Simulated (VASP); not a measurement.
# Al30Si (a cell with a defect) in VASP: notebook, part 2 of 2

VASP 6.6.1. Earlier steps stand in the parts before.

**3. Relaxation of the atoms, PBE**

Contents of INCAR:

```
  PREC = Accurate
  ENCUT = 450
  EDIFF = 1E-7
  ISMEAR = -1
  SIGMA = 0.15
  LREAL = Auto
  LASPH = True
  NELM = 120
  ALGO = Normal
  ISIF = 2
  LWAVE = False
  LCHARG = False
  GGA = PE
  IBRION = 2
  NSW = 80
  EDIFFG = -0.03
  GGA_COMPAT = False
  NELMIN = 4
  KPAR = 2
  NCORE = 2
```

Contents of KPOINTS:

```
Automatic mesh
0
Gamma
  2 2 2
```

Contents of POSCAR:

```
Al30Si
1.0
    8.1000000000      0.0000000000      0.0000000000
    0.0000000000      8.1000000000      0.0000000000
    0.0000000000      0.0000000000      8.1000000000
Si Al
1 30
Direct
    0.2500000000      0.0000000000     -0.2500000000
    0.7500000000      0.2500000000      0.0000000000
    0.7500000000      0.0000000000      0.2500000000
    0.0000000000      0.0000000000      0.0000000000
    0.2500000000      0.2500000000      0.0000000000
    0.5000000000      0.5000000000      0.0000000000
    0.7500000000      0.7500000000      0.0000000000
    0.2500000000      0.0000000000      0.2500000000
    0.5000000000      0.2500000000      0.2500000000
    0.7500000000      0.5000000000      0.2500000000
    0.5000000000      0.0000000000      0.5000000000
    0.7500000000      0.2500000000      0.5000000000
    0.7500000000      0.0000000000      0.7500000000
    0.0000000000      0.5000000000      0.0000000000
    0.2500000000      0.7500000000      0.0000000000
    0.0000000000      0.2500000000      0.2500000000
    0.2500000000      0.5000000000      0.2500000000
    0.5000000000      0.7500000000      0.2500000000
    0.0000000000      0.0000000000      0.5000000000
    0.2500000000      0.2500000000      0.5000000000
    0.5000000000      0.5000000000      0.5000000000
    0.7500000000      0.7500000000      0.5000000000
    0.5000000000      0.2500000000      0.7500000000
    0.7500000000      0.5000000000      0.7500000000
    0.0000000000      0.7500000000      0.2500000000
    0.0000000000      0.5000000000      0.5000000000
    0.2500000000      0.7500000000      0.5000000000
    0.0000000000      0.2500000000      0.7500000000
    0.2500000000      0.5000000000      0.7500000000
    0.5000000000      0.7500000000      0.7500000000
    0.0000000000      0.7500000000      0.7500000000
```

Potentials or basis: VASP PAW PBE potentials, release 64 (Si, Al).

Command:

```console
> cat potpaw_PBE.64/Si/POTCAR potpaw_PBE.64/Al/POTCAR > POTCAR
> mpirun -np 4 vasp_std > vasp.out
```

OUTCAR:

```text
PREC = Accurate
   ENCUT = 450
   EDIFF = 1E-7
   ISMEAR = -1
   LREAL = Auto
   LASPH = True
   NELM = 120
   ISIF = 2
   GGA = PE
   IBRION = 2
   NSW = 80
   EDIFFG = -0.03
   NELMIN = 4

 ion  position               nearest neighbor table
   1  0.250  0.000  0.750-   4 2.86   5 2.86  11 2.86  15 2.86  19 2.86  20 2.86  23 2.86  27 2.86
                            28 2.86  30 2.86  31 2.86
   2  0.750  0.250  0.000-   3 2.86   4 2.86   6 2.86   9 2.86  10 2.86  13 2.86  14 2.86  16 2.86
                            23 2.86  24 2.86  28 2.86
   3  0.750  0.000  0.250-   2 2.86   4 2.86   7 2.86   9 2.86  11 2.86  12 2.86  16 2.86  18 2.86
                            19 2.86  22 2.86  25 2.86
   4  0.000  0.000  0.000-   1 2.86   2 2.86   3 2.86   5 2.86   7 2.86   8 2.86  13 2.86  15 2.86
                            16 2.86  25 2.86  28 2.86  31 2.86
   5  0.250  0.250  0.000-   1 2.86   4 2.86   6 2.86   8 2.86   9 2.86  14 2.86  16 2.86  17 2.86
                            23 2.86  28 2.86  29 2.86
   6  0.500  0.500  0.000-   2 2.86   5 2.86   7 2.86   9 2.86  10 2.86  15 2.86  17 2.86  18 2.86
                            23 2.86  24 2.86  29 2.86  30 2.86
   7  0.750  0.750  0.000-   3 2.86   4 2.86   6 2.86  10 2.86  13 2.86  14 2.86  18 2.86  24 2.86
                            25 2.86  30 2.86  31 2.86
   8  0.250  0.000  0.250-   4 2.86   5 2.86   9 2.86  11 2.86  15 2.86  16 2.86  18 2.86  19 2.86
                            20 2.86  25 2.86  27 2.86
   9  0.500  0.250  0.250-   2 2.86   3 2.86   5 2.86   6 2.86   8 2.86  10 2.86  11 2.86  12 2.86
[... 31 lines left out ...]
  25  0.000  0.750  0.250-   3 2.86   4 2.86   7 2.86   8 2.86  10 2.86  14 2.86  15 2.86  17 2.86
                            19 2.86  22 2.86  26 2.86  27 2.86
  26  0.000  0.500  0.500-  10 2.86  12 2.86  16 2.86  17 2.86  20 2.86  22 2.86  24 2.86  25 2.86
                            27 2.86  28 2.86  29 2.86  31 2.86
  27  0.250  0.750  0.500-   1 2.86   8 2.86  11 2.86  17 2.86  18 2.86  19 2.86  21 2.86  25 2.86
                            26 2.86  29 2.86  30 2.86  31 2.86
  28  0.000  0.250  0.750-   1 2.86   2 2.86   4 2.86   5 2.86  12 2.86  13 2.86  14 2.86  19 2.86
                            20 2.86  24 2.86  26 2.86  29 2.86
  29  0.250  0.500  0.750-   5 2.86   6 2.86  14 2.86  15 2.86  20 2.86  21 2.86  23 2.86  26 2.86
                            27 2.86  28 2.86  30 2.86  31 2.86
  30  0.500  0.750  0.750-   1 2.86   6 2.86   7 2.86  11 2.86  13 2.86  15 2.86  21 2.86  22 2.86
                            24 2.86  27 2.86  29 2.86
  31  0.000  0.750  0.750-   1 2.86   4 2.86   7 2.86  13 2.86  14 2.86  15 2.86  19 2.86  22 2.86
                            24 2.86  26 2.86  27 2.86  29 2.86

  LATTYP: Found a simple cubic cell.
 ALAT       =     8.1000000000

  Lattice vectors:

 A1 = (   8.1000000000,   0.0000000000,   0.0000000000)
 A2 = (   0.0000000000,   8.1000000000,   0.0000000000)
 A3 = (   0.0000000000,   0.0000000000,   8.1000000000)

Analysis of symmetry for initial positions (statically):
=====================================================================
 Subroutine PRICEL returns:
 Original cell was already a primitive cell.

 Routine SETGRP: Setting up the symmetry group for a
 simple cubic supercell.

 Subroutine GETGRP returns: Found  4 space group operations
 (whereof  2 operations were pure point group operations)
 out of a pool of 48 trial point group operations.

The static configuration has the point symmetry C_1h.
 The point group associated with its full space group is C_2v.

Analysis of symmetry for dynamics (positions and initial velocities):
=====================================================================
 Subroutine PRICEL returns:
 Original cell was already a primitive cell.

 Routine SETGRP: Setting up the symmetry group for a
 simple cubic supercell.
[... 133 lines left out ...]
   NGX,Y,Z   is equivalent  to a cutoff of  11.49, 11.49, 11.49 a.u.
   NGXF,Y,Z  is equivalent  to a cutoff of  22.99, 22.99, 22.99 a.u.
 SYSTEM =  unknown system
   PREC   = accura    normal or accurate (medium, high low for compatibility)
   ISTART =      0    job   : 0-new  1-cont  2-samecut
   ICHARG =      2    charge: 1-file 2-atom 10-const
   ISPIN  =      1    spin polarized calculation?
   LNONCOLLINEAR =      F non collinear calculations
   LSORBIT =      F    spin-orbit coupling
   LASPH  =      T    aspherical Exc in radial PAW
   ENCUT  =  450.0 eV  33.07 Ry    5.75 a.u.  14.01 14.01 14.01*2*pi/ulx,y,z
   NELM   =    120;   NELMIN=  4; NELMDL= -5     # of ELM steps
   EDIFF  = 0.1E-06   stopping-criterion for ELM
   LREAL  =      T    real-space projection
   EDIFFG = -.3E-01   stopping-criterion for IOM
   NSW    =     80    number of steps for IOM
   IBRION =      2    ionic relax: 0-MD 1-quasi-New 2-CG
   NFREE  =      1    steps in history (QN), initial steepest desc. (CG)
   ISIF   =      2    stress and relaxation
   ISYM   =      2    0-nonsym 1-usesym 2-fastsym
   POTIM  = 0.5000    time-step for ionic-motion
   TEBEG  =    0.0;   TEEND  =   0.0 temperature during run
   PSTRESS=    0.0 pullay stress
   NELECT =      94.0000    total number of electrons
   NUPDOWN=      -1.0000    fix difference up-down
   EMIN   =  10.00;   EMAX   =-10.00  energy-range for DOS
   EFERMI =   0.00;   METHOD = LEGACY
   ISMEAR =    -1;   SIGMA  =   0.15  broadening in eV -4-tet -1-fermi 0-gaus
   EFERMI_NEDOS =   21; number of points for ismear=-14 and -15
   IALGO  =     38    algorithm
   IMIX   =      4    mixing-type and parameters
     AMIX     =   0.40;   BMIX     =  1.00
     AMIX_MAG =   1.60;   BMIX_MAG =  1.00
  volume/ion in A,a.u.               =      17.14       115.69
  Fermi-wavevector in a.u.,A,eV,Ry     =   0.918965  1.736593 11.490081  0.844497
  Thomas-Fermi vector in A             =   2.044106
   LORBIT       =      0    0 simple, 1 ext, 2 COOP (PROOUT), +10 PAW based schemes
   GGA     = PE    functional components
   LHFCALC =     F    Hartree Fock is set to
   AEXX    =    0.0000 exact exchange contribution
   IVDW    =     0    specifies the selected vdW correction
   LEPSILON=     F    determine dielectric tensor
   LRPA    =     F    only Hartree local field effects (RPA)
 conjugate gradient relaxation of ions
 non-spin polarized calculation
  energy-cutoff  :      450.00
  volume of cell :      531.44
 maximum number of plane-waves:     11536
   NGX = 29   NGY = 29   NGZ = 29

--------------------------------------- Ionic step        1  -------------------------------------------

 number of electron      93.9999996 magnetization

 Free energy of the ion-electron system (eV)
  ---------------------------------------------------
  ext. energy  EPLUGINS =         0.00000000
  ---------------------------------------------------
  free energy    TOTEN  =      -116.86959676 eV

  energy without entropy =     -115.79754855  energy(sigma->0) =     -116.33357265

------------------------ aborting loop because EDIFF is reached ----------------------------------------

  FORCE on cell =-STRESS in cart. coord.  units (eV):
  Direction    XX          YY          ZZ          XY          YZ          ZX
  --------------------------------------------------------------------------------------
  -------------------------------------------------------------------------------------
  Total       -4.1853218     -5.2330314     -4.1853218      0.0000000      0.0000000      0.0381777
  in kB      -12.6178217    -15.7764348    -12.6178217      0.0000000      0.0000000      0.1150972
  external PRESSURE =     -13.6706927 kB  Pullay stress =       0.0000000 kB
[... 377 lines left out ...]
--------------------------------------- Ionic step        7  -------------------------------------------

 number of electron      93.9999999 magnetization

 Free energy of the ion-electron system (eV)
  ---------------------------------------------------
  ext. energy  EPLUGINS =         0.00000000
  ---------------------------------------------------
  free energy    TOTEN  =      -116.91721632 eV

  energy without entropy =     -115.86810595  energy(sigma->0) =     -116.39266113

 E-fermi :   7.3431     XC(G=0): -10.0397

 val. band max:        7.3409310617   @ k =   0.5000   0.0000   0.0000
 cond. band min:       7.3577399102   @ k =   0.0000   0.5000   0.0000
 fundamental gap:      0.0168088485
 Fermi energy:         7.3430533449

 k-point     1 :       0.0000    0.0000    0.0000
  band No.  band energies     occupation
      1      -3.5024      2.00000
      2      -1.8031      2.00000
      3      -1.2397      2.00000
      4      -1.1941      2.00000
      5      -1.1877      2.00000
      6      -1.1474      2.00000
[... 361 lines left out ...]
     58      10.6981      0.00000
     59      10.7435      0.00000
 [bands above 59 left out]

------------------------ aborting loop because EDIFF is reached ----------------------------------------

  FORCE on cell =-STRESS in cart. coord.  units (eV):
  Direction    XX          YY          ZZ          XY          YZ          ZX
  --------------------------------------------------------------------------------------
  -------------------------------------------------------------------------------------
  Total       -3.8005580     -5.2439816     -3.8005580      0.0000000      0.0000000     -0.0227500
  in kB      -11.4578437    -15.8094473    -11.4578437      0.0000000      0.0000000     -0.0685863
  external PRESSURE =     -12.9083782 kB  Pullay stress =       0.0000000 kB
[... 46 lines left out ...]
  FREE ENERGIE OF THE ION-ELECTRON SYSTEM (eV)
  ---------------------------------------------------
  free  energy   TOTEN  =      -116.9172163167 eV

  energy  without entropy=     -115.8681059521  energy(sigma->0) =     -116.39266113

 reached required accuracy - stopping structural energy minimisation
```

Run time: 4.1 min. Hardware: 4 MPI ranks of Intel Xeon Platinum 8375C at 2.90GHz (Ice Lake), shared host; peak memory 0.31 GiB.

Results:

| Quantity | Value |
| --- | --- |
| Free energy | -116.9172 eV |
| Energy gained by relaxing | 1.5 meV/atom |
| Ionic steps | 7 |
| Pressure after relaxing | -1.3 GPa |
| Largest force after relaxing | 0.017 eV/Å |
| Band gap on the k mesh | zero (bands 47 and 48 overlap by 0.92 eV) |

Forces on the atoms (eV/Å):
```
Si  -0.012  0.000 -0.012
Al  -0.002  0.003  0.006
Al   0.002  0.000  0.002
Al  -0.013  0.000  0.006
Al   0.006 -0.012  0.007
Al  -0.001  0.000 -0.001
Al  -0.002 -0.003  0.006
Al  -0.003  0.000 -0.001
Al   0.006  0.003 -0.002
Al  -0.004  0.000 -0.004
Al   0.006  0.000 -0.013
Al  -0.003  0.006 -0.006
Al  -0.001  0.000 -0.003
Al   0.007  0.000  0.009
Al   0.006  0.012  0.007
Al  -0.006  0.006 -0.003
Al   0.006  0.000 -0.010
Al   0.006 -0.003 -0.002
Al   0.000  0.000  0.000
Al  -0.002  0.009  0.003
Al   0.009  0.000  0.007
Al  -0.003 -0.006 -0.006
Al   0.007 -0.012  0.006
Al  -0.010  0.000  0.006
Al  -0.006 -0.006 -0.003
Al  -0.007  0.000 -0.007
Al  -0.002 -0.009  0.003
Al   0.003  0.009 -0.002
Al   0.003  0.000  0.003
Al   0.007  0.012  0.006
Al   0.003 -0.009 -0.002
```

The path:
```tsv
step	energy change (eV)	largest force (eV/Å)	pressure (GPa)
1	0.0000	0.1861	-1.37
2	-0.0163	0.1419	-1.36
3	-0.0418	0.0522	-1.31
4	-0.0423	0.0562	-1.31
5	-0.0451	0.0412	-1.30
6	-0.0470	0.0301	-1.29
7	-0.0476	0.0174	-1.29
```

Final structure:
```
Si Al
1.0
     8.10000    0.00000    0.00000
     0.00000    8.10000    0.00000
     0.00000    0.00000    8.10000
Si Al
1 30
Direct
  0.24586 0.00000 0.74586
  0.75033 0.24895 0.99775
  0.75060 0.00000 0.25060
  0.00246 0.00000 0.99746
  0.25029 0.24547 0.99662
  0.49781 0.50000 0.99781
  0.75033 0.75105 0.99775
  0.24825 0.00000 0.25152
  0.49775 0.24895 0.25033
  0.75121 0.50000 0.25121
  0.49746 0.00000 0.50246
  0.75200 0.25028 0.50224
  0.75152 0.00000 0.74825
  0.00265 0.50000 0.99895
  0.25029 0.75453 0.99662
  0.00224 0.25028 0.25200
  0.24741 0.50000 0.25213
  0.49775 0.75105 0.25033
  0.00325 0.00000 0.50325
  0.24812 0.24969 0.50262
  0.49895 0.50000 0.50265
  0.75200 0.74972 0.50224
  0.49662 0.24547 0.75029
  0.75213 0.50000 0.74741
  0.00224 0.74972 0.25200
  0.00239 0.50000 0.50239
  0.24812 0.75031 0.50262
  0.00262 0.24969 0.74812
  0.24813 0.50000 0.74813
  0.49662 0.75453 0.75029
  0.00262 0.75031 0.74812
```

Levels at points of the mesh, in eV from the Fermi level:
```csv
k point,band 43,band 44,band 45,band 46,band 47,band 48,band 49,band 50,band 51,band 52
"(0.00, 0.00, 0.00)",-0.20,-0.16,-0.15,0.42,0.52,0.55,0.60,0.63,0.65,0.67
"(0.50, 0.00, 0.00)",-0.59,-0.29,-0.24,-0.14,-0.09,-0.03,0.00,0.26,0.38,0.52
"(0.00, 0.50, 0.00)",-0.60,-0.31,-0.30,-0.04,-0.01,0.01,0.03,0.04,0.40,0.51
"(0.50, 0.50, 0.00)",-0.87,-0.86,-0.35,-0.12,-0.07,0.49,1.01,1.02,1.08,1.13
"(0.50, 0.00, 0.50)",-0.86,-0.79,-0.44,-0.11,-0.10,0.54,1.10,1.16,1.17,1.18
"(0.50, 0.50, 0.50)",-0.45,-0.44,-0.43,-0.43,-0.41,-0.41,-0.37,-0.27,-0.14,-0.10
```

Caveat: the k points lie up to 0.39 Å⁻¹ apart, too coarse for converged energies and pressures of a metal.
